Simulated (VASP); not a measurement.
Wanted: the native input for a VASP 6.6.1 run.

```yaml
Task: single point
Functional: PBE
Potentials_or_basis: VASP PAW PBE potentials, release 64 (I)
Cutoff: 520 eV
k_mesh: 9 × 9 × 9
Occupations: fermi-dirac, width 0.02 eV
Spin: no spin polarisation
Dipole_correction: no
Further_INCAR_settings: ALGO = Normal; EDIFF = 1e-07; NBANDS = 10
```

The structure of I lies in POSCAR:

```
I
1.0
    1.9271676000      1.9271676000      1.9271676000
   -1.9271676000      1.9271676000      1.9271676000
   -1.9271676000     -1.9271676000      1.9271676000
I
1
Direct
    0.0000000000      0.0000000000      0.0000000000
```

The input as run:

INCAR

```
SYSTEM = I
PREC = Accurate ; ENCUT = 520
EDIFF = 1E-7 ; ISMEAR = -1
SIGMA = 0.02 ; LREAL = .FALSE.
LASPH = .TRUE. ; NELM = 100
ALGO = Normal ; ISIF = 2
LWAVE = .FALSE. ; LCHARG = .FALSE.
GGA = PE ; NBANDS = 10
```

KPOINTS

```
regular mesh
0
G
  9 9 9
  0 0 0
```

Potentials or basis: VASP PAW PBE potentials, release 64 (I).

Run with:

```bash
$ cat potpaw_PBE.64/I/POTCAR > POTCAR
$ mpirun -np 1 vasp_std > vasp.out
```

Results of the run:

```
Pressure               : 9.9 GPa
Band gap on the k mesh : zero (an odd number of electrons rules out a gap without spin polarisation)
```

Caveat: the cell stands under pressure; spin-orbit coupling is left out, which moves the levels of the heavy elements; an odd number of electrons without spin polarisation forces a metal; a magnetic or distorted state may lie lower.

Wall time 12 s on 1 thread of AMD EPYC 7R43 64-Core Processor (Zen 3) (shared host), peak memory 0.12 GiB.
